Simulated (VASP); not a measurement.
# TaN (P-6m2) in VASP: notebook

TaN is run at these levels: PBEsol; tasks: electric field gradients.

All numbers are computed with VASP 6.6.1; they aren't measurements. Logs are shortened: lines on timing, memory, paths and dates and some standing lists are left out, and cuts for length are marked.

### 1 The cell of the first run

It takes space group P-6m2 (No. 187, hexagonal). The conventional cell has a = 2.918 Å, b = 2.918 Å, c = 2.864 Å, α = 90.00°, β = 90.00°, γ = 120.00°. Ta (site symmetry -6m2) has 6 N at 2.21 Å and 2 Ta at 2.86 Å within 2.9 Å. N (site symmetry -6m2) has 6 Ta at 2.21 Å and 2 N at 2.86 Å within 2.9 Å.

### 2 Electric field gradients, PBEsol (volume scaled by 0.98)

Input file INCAR:

```
SYSTEM = TaN
PREC = Accurate ; ENCUT = 520
EDIFF = 1E-8 ; ISMEAR = -1
SIGMA = 0.02 ; LREAL = .False.
LASPH = .True. ; NELM = 80
ALGO = Normal ; ISIF = 2
LWAVE = .False. ; LCHARG = .False.
GGA = PS ; LEFG = .True.
NBANDS = 15
```

Input file KPOINTS:

```
regular mesh
0
Gamma
  12 12 10
  0 0 0
```

Input file POSCAR:

```
TaN
1.0
    2.9182801511      0.0000000000      0.0000000000
   -1.4591400756      2.5273047463      0.0000000000
    0.0000000000      0.0000000000      2.8636504237
Ta N
1 1
Direct
    0.3333333333      0.6666666667      0.5000000000
    0.0000000000      0.0000000000      0.0000000000
```

Potentials or basis: VASP PAW PBE potentials, release 64 (Ta_pv, N).

Started as:

```
> cat potpaw_PBE.64/Ta_pv/POTCAR potpaw_PBE.64/N/POTCAR > POTCAR
> mpirun -np 1 vasp_std > vasp.out
```

OUTCAR:

```text
SYSTEM = TaN
   PREC = Accurate
   ENCUT = 520
   EDIFF = 1E-8
   ISMEAR = -1
   LREAL = .False.
   LASPH = .True.
   NELM = 80
   ISIF = 2
   GGA = PS

 ion  position               nearest neighbor table
   1  0.333  0.667  0.500-   2 2.21   2 2.21   2 2.21   2 2.21   2 2.21   2 2.21
   2  0.000  0.000  0.000-   1 2.21   1 2.21   1 2.21   1 2.21   1 2.21   1 2.21

  LATTYP: Found a hexagonal cell.
 ALAT       =     2.9182801511
 C/A-ratio  =     0.9812801635

  Lattice vectors:

 A1 = (   2.9182801511,   0.0000000000,   0.0000000000)
 A2 = (  -1.4591400756,   2.5273047463,   0.0000000000)
 A3 = (   0.0000000000,   0.0000000000,   2.8636504237)

Analysis of symmetry for initial positions (statically):
=====================================================================
 Subroutine PRICEL returns:
 Original cell was already a primitive cell.

 Routine SETGRP: Setting up the symmetry group for a
 hexagonal supercell.

 Subroutine GETGRP returns: Found 12 space group operations
 (whereof 12 operations were pure point group operations)
 out of a pool of 24 trial point group operations.

The static configuration has the point symmetry D_3h.

Analysis of symmetry for dynamics (positions and initial velocities):
=====================================================================
 Subroutine PRICEL returns:
 Original cell was already a primitive cell.

 Routine SETGRP: Setting up the symmetry group for a
 hexagonal supercell.

 Subroutine GETGRP returns: Found 12 space group operations
 (whereof 12 operations were pure point group operations)
 out of a pool of 24 trial point group operations.

The dynamic configuration has the point symmetry D_3h.

 Subroutine INISYM returns: Found 12 space group operations
 (whereof 12 operations are pure point group operations),
 and found     1 'primitive' translations

----------------------------------------------------------------------------------------

                                     Primitive cell

  volume of cell :      21.1205

  direct lattice vectors                    reciprocal lattice vectors
     2.918280151  0.000000000  0.000000000     0.342667581  0.197839220  0.000000000
    -1.459140076  2.527304746  0.000000000     0.000000000  0.395678440  0.000000000
     0.000000000  0.000000000  2.863650424     0.000000000  0.000000000  0.349204635

  length of vectors
     2.918280151  2.918280151  2.863650424     0.395678440  0.395678440  0.349204635

  position of ions in fractional coordinates (direct lattice)
     0.333333333  0.666666667  0.500000000
     0.000000000  0.000000000  0.000000000

  ion indices of the primitive-cell ions
   primitive index   ion index
                 1           1
                 2           2

----------------------------------------------------------------------------------------

 KPOINTS: regular mesh

Automatic generation of k-mesh.
 Grid dimensions read from file:
 generate k-points for:   12   12   10

 Generating k-lattice:

  Cartesian coordinates                     Fractional coordinates (reciprocal lattice)
     0.028555632  0.016486602  0.000000000     0.083333333 -0.000000000  0.000000000
     0.000000000  0.032973203  0.000000000     0.000000000  0.083333333  0.000000000
     0.000000000  0.000000000  0.034920463     0.000000000  0.000000000  0.100000000

  Length of vectors
     0.032973203  0.032973203  0.034920463

  Shift w.r.t. Gamma in fractional coordinates (k-lattice)
     0.000000000  0.000000000  0.000000000

 Subroutine IBZKPT returns following result:
 ===========================================

 Found    114 irreducible k-points:

 Following reciprocal coordinates:
            Coordinates               Weight
  0.000000  0.000000  0.000000      1.000000
  0.083333 -0.000000  0.000000      6.000000
  0.166667  0.000000  0.000000      6.000000
  0.250000  0.000000  0.000000      6.000000
  0.333333  0.000000  0.000000      6.000000
  0.416667  0.000000  0.000000      6.000000
[... 16 lines left out ...]
  0.250000  0.000000  0.100000     12.000000
  0.333333  0.000000  0.100000     12.000000
 [... further k-points ...]
   k-points           NKPTS =    114   k-points in BZ     NKDIM =    114   number of bands    NBANDS=     15
   number of dos      NEDOS =    301   number of ions     NIONS =      2
   total plane-waves  NPLWV =  13824
   dimension x,y,z NGX =    24 NGY =   24 NGZ =   24
   dimension x,y,z NGXF=    48 NGYF=   48 NGZF=   48
   ions per type =               1   1
   NGX,Y,Z   is equivalent  to a cutoff of  13.67, 13.67, 13.93 a.u.
   NGXF,Y,Z  is equivalent  to a cutoff of  27.34, 27.34, 27.87 a.u.
 SYSTEM =  TaN
   PREC   = accura    normal or accurate (medium, high low for compatibility)
   ISTART =      0    job   : 0-new  1-cont  2-samecut
   ICHARG =      2    charge: 1-file 2-atom 10-const
   ISPIN  =      1    spin polarized calculation?
   LNONCOLLINEAR =      F non collinear calculations
   LSORBIT =      F    spin-orbit coupling
   LASPH  =      T    aspherical Exc in radial PAW
   ENCUT  =  520.0 eV  38.22 Ry    6.18 a.u.   5.43  5.43  5.32*2*pi/ulx,y,z
   NELM   =     80;   NELMIN=  2; NELMDL= -5     # of ELM steps
   EDIFF  = 0.1E-07   stopping-criterion for ELM
   LREAL  =      F    real-space projection
   EDIFFG = 0.1E-06   stopping-criterion for IOM
   NSW    =      0    number of steps for IOM
   IBRION =     -1    ionic relax: 0-MD 1-quasi-New 2-CG
   NFREE  =      0    steps in history (QN), initial steepest desc. (CG)
   ISIF   =      2    stress and relaxation
   ISYM   =      2    0-nonsym 1-usesym 2-fastsym
   POTIM  = 0.5000    time-step for ionic-motion
   TEBEG  =    0.0;   TEEND  =   0.0 temperature during run
   PSTRESS=    0.0 pullay stress
   NELECT =      16.0000    total number of electrons
   NUPDOWN=      -1.0000    fix difference up-down
   EMIN   =  10.00;   EMAX   =-10.00  energy-range for DOS
   EFERMI =   0.00;   METHOD = LEGACY
   ISMEAR =    -1;   SIGMA  =   0.02  broadening in eV -4-tet -1-fermi 0-gaus
   EFERMI_NEDOS =   21; number of points for ismear=-14 and -15
   IALGO  =     38    algorithm
   IMIX   =      4    mixing-type and parameters
     AMIX     =   0.40;   BMIX     =  1.00
     AMIX_MAG =   1.60;   BMIX_MAG =  1.00
  volume/ion in A,a.u.               =      10.56        71.26
  Fermi-wavevector in a.u.,A,eV,Ry     =   1.492382  2.820193 30.302945  2.227204
  Thomas-Fermi vector in A             =   2.604917
   LORBIT       =      0    0 simple, 1 ext, 2 COOP (PROOUT), +10 PAW based schemes
   GGA     = PS    functional components
   LHFCALC =     F    Hartree Fock is set to
   AEXX    =    0.0000 exact exchange contribution
   IVDW    =     0    specifies the selected vdW correction
   LEPSILON=     F    determine dielectric tensor
   LRPA    =     F    only Hartree local field effects (RPA)
 non-spin polarized calculation
  energy-cutoff  :      520.00
  volume of cell :       21.12
 maximum number of plane-waves:       587
 NGX is ok and might be reduce to    24
   NGX = 11   NGY = 11   NGZ = 11

 number of electron      16.0000000 magnetization

 Free energy of the ion-electron system (eV)
  ---------------------------------------------------
  ext. energy  EPLUGINS =         0.00000000
  ---------------------------------------------------
  free energy    TOTEN  =       -23.80412997 eV

  energy without entropy =      -23.80403018  energy(sigma->0) =      -23.80408008

 E-fermi :   8.4053     XC(G=0): -13.6158

 val. band max:        8.2816529157   @ k =   0.0000   0.0000   0.4000
 cond. band min:       8.4470613523   @ k =   0.0833  -0.0000   0.5000
 fundamental gap:      0.1654084366
 Fermi energy:         8.4052858250

 k-point     1 :       0.0000    0.0000    0.0000
  band No.  band energies     occupation
      1     -26.4158      2.00000
      2     -26.1382      2.00000
      3     -26.1382      2.00000
      4      -9.5871      2.00000
      5       3.6516      2.00000
      6       3.6516      2.00000
      7       3.9834      2.00000
      8       5.3716      2.00000
      9      10.6724      0.00000
     10      11.9974      0.00000
     11      11.9974      0.00000
     12      12.4014      0.00000
     13      12.4014      0.00000
     14      21.4453      0.00000
     15      21.8376      0.00000
[... 397 lines left out ...]
 k-point    24 :       0.3333    0.0000    0.1000
  band No.  band energies     occupation
      1     -26.9792      2.00000
      2     -26.3900      2.00000
      3     -26.3184      2.00000
      4      -7.7623      2.00000
      5       0.6155      2.00000
      6       3.1864      2.00000
      7       4.5980      2.00000
      8       5.5327      2.00000
      9      11.0350      0.00000
     10      11.3453      0.00000
     11      12.9828      0.00000
     12      13.4614      0.00000
     13      15.6026      0.00000
     14      21.5386      0.00000
     15      21.8276      0.00000

 [... further k-points ...]
[... 5 lines left out ...]
  --------------------------------------------------------------------------------------
  -------------------------------------------------------------------------------------
  Total        0.3943653      0.3943653      0.4953608     -0.0000000      0.0000000      0.0000000
  in kB       29.9160806     29.9160806     37.5774743     -0.0000000      0.0000000      0.0000000
  external PRESSURE =      32.4698785 kB  Pullay stress =       0.0000000 kB

 VOLUME and BASIS-vectors are now :
 -----------------------------------------------------------------------------
  energy-cutoff  :      520.00
  volume of cell :       21.12
      direct lattice vectors                 reciprocal lattice vectors
     2.918280151  0.000000000  0.000000000     0.342667581  0.197839220  0.000000000
    -1.459140076  2.527304746  0.000000000     0.000000000  0.395678440  0.000000000
     0.000000000  0.000000000  2.863650424     0.000000000  0.000000000  0.349204635

 POSITION                                       TOTAL-FORCE (eV/Angst)
 -----------------------------------------------------------------------------------
     -0.00000      1.68487      1.43183         0.000000     -0.000000      0.000000
      0.00000      0.00000      0.00000        -0.000000      0.000000      0.000000
 -----------------------------------------------------------------------------------
    total drift:                                0.000000     -0.000000     -0.000000

  FREE ENERGIE OF THE ION-ELECTRON SYSTEM (eV)
  ---------------------------------------------------
  free  energy   TOTEN  =       -23.8041299715 eV

  energy  without entropy=      -23.8040301810  energy(sigma->0) =      -23.80408008

 Electric field gradients (V/A^2)
---------------------------------------------------------------------
 ion       V_xx      V_yy      V_zz      V_xy      V_xz      V_yz
---------------------------------------------------------------------
   1      -8.331    -8.330    16.661     0.000     0.000    -0.000
   2      -0.037    -0.036     0.073     0.001    -0.000     0.000
---------------------------------------------------------------------

 Electric field gradients after diagonalization (V/A^2)
 (convention: |V_zz| > |V_xx| > |V_yy|)
----------------------------------------------------------------------
 ion       V_xx      V_yy      V_zz     asymmetry (V_yy - V_xx)/ V_zz
----------------------------------------------------------------------
   1      -8.331    -8.330    16.661       0.000
   2      -0.038    -0.036     0.073       0.027
----------------------------------------------------------------------

           NMR quadrupolar parameters

 Cq : quadrupolar parameter    Cq=e*Q*V_zz/h
 eta: asymmetry parameters     (V_yy - V_xx)/ V_zz
 Q  : nuclear electric quadrupole moment in mb (millibarn)
----------------------------------------------------------------------
 ion       Cq(MHz)       eta       Q (mb)
----------------------------------------------------------------------
   1       0.040       0.000       1.000
   2       0.000       0.027       1.000
----------------------------------------------------------------------
```

Wall time 69 s (1 thread of AMD EPYC 7R13, shared host); peak memory 0.14 GiB.

Results:

- Free energy: -23.8041 eV
- Pressure: 3.2 GPa
- Band gap on the k mesh: zero (band 8 reaches 8.71 eV, above the bottom of band 9 at 8.20 eV)

Stress tensor (GPa, compression positive):
```
2.99 0.00 0.00
0.00 2.99 0.00
0.00 0.00 3.76
```

Electric field gradients, principal values (V/Å²):
```tsv
atom	least	middle	greatest (by size)
1 Ta	-8.330	-8.331	16.661
2 N	-0.036	-0.038	0.073
```

Caveat: without QUAD_EFG the Cq values of the log hold for a quadrupole moment of 1 mb, not for the nuclei; the PAW data sets were made with another functional, which shifts forces and pressure a little; spin-orbit coupling is left out, which moves the levels of the heavy elements.

(Continued in part 2 of 2.)
